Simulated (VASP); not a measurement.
## NiMoIrPdW: single point with PBE

The system is NiMoIrPdW.

```
Ni Mo Pd Ir W
1.0
     2.77085    0.00000    0.00000
    -1.38543    2.39963    0.00000
     0.00000    0.00000   22.01961
Ni Mo Pd Ir W
2 2 2 2 2
Cartesian
  -0.0286 1.5435 18.7819
  1.4454 0.7543 3.2454
  1.3768 0.8094 16.7243
  -0.0220 1.6604 5.2637
  -0.0142 1.6155 1.2018
  1.3806 0.7814 20.8156
  -0.0203 1.5764 14.5302
  1.3845 0.8070 7.5057
  0.0113 1.6020 9.7668
  1.4133 0.8122 12.2512
```

```
Program                : VASP 6.6.1
Task                   : single point
Functional             : PBE
Potentials or basis    : VASP PAW PBE potentials, release 64 (Ni, Mo_sv, Pd, Ir, W_sv)
Cutoff                 : 520 eV
k mesh                 : 5 × 5 × 1
Occupations            : fermi-dirac, width 0.05 eV
Spin                   : collinear spin, ferromagnetic start
Starting moments       : [1.0, 1.0, 1.0, 1.0, 0.0, 0.0, 0.6, 0.6, 0.0, 0.0] μB
Dipole correction      : no
Further INCAR settings : ALGO = Normal; EDIFF = 1e-07; NBANDS = 72
```

```json
{"Pressure": "0.5 GPa", "Largest force": "1.032 eV/Å", "Band gap on the k mesh": "zero (filled and empty bands overlap)", "Net moment": "0.00 μB per cell", "Valence electrons inside the program's atomic spheres": "Ni 9.21, 9.23; Mo 12.52, 12.51; Pd 9.43; Ir 8.42, 8.40; W 12.06"}
```

Forces on the atoms (eV/Å):
```
Ni   0.077  0.164 -0.735
Ni  -0.236  0.290  0.469
Mo  -0.072 -0.210  1.007
Mo   0.225 -0.359 -0.409
Pd   0.085 -0.082 -0.662
Pd  -0.035 -0.027  0.686
Ir   0.139  0.162 -0.548
Ir  -0.043  0.112  0.148
W   -0.004  0.032  0.255
W   -0.136 -0.081 -0.211
```

Stress tensor (GPa, compression positive):
```
-0.44  0.44  0.17
 0.44 -0.26  0.20
 0.17  0.20  2.33
```

Levels at points of the mesh, in eV from the Fermi level:
Spin up:
| k point | band 55 | band 56 | band 57 | band 58 | band 59 | band 60 |
| --- | --- | --- | --- | --- | --- | --- |
| (0.00, 0.00, 0.00) | -0.80 | -0.67 | -0.60 | -0.57 | -0.27 | -0.24 |
Spin down:
```csv
k point,band 54,band 55,band 56,band 57,band 58,band 59,band 60,band 61
"(0.00, 0.00, 0.00)",-0.82,-0.80,-0.67,-0.60,-0.57,-0.27,-0.24,-0.21
```

Run time: 37 min on 1 thread of Intel Xeon 8259CL, with other jobs on the host, peak memory 0.54 GiB.

Caveat: the k points lie up to 0.52 Å⁻¹ apart, too coarse for converged energies and pressures of a metal; spin-orbit coupling is left out, which moves the levels of the heavy elements; forces of over 1 eV/Å act on the atoms, so gaps and moduli don't describe the material at rest.
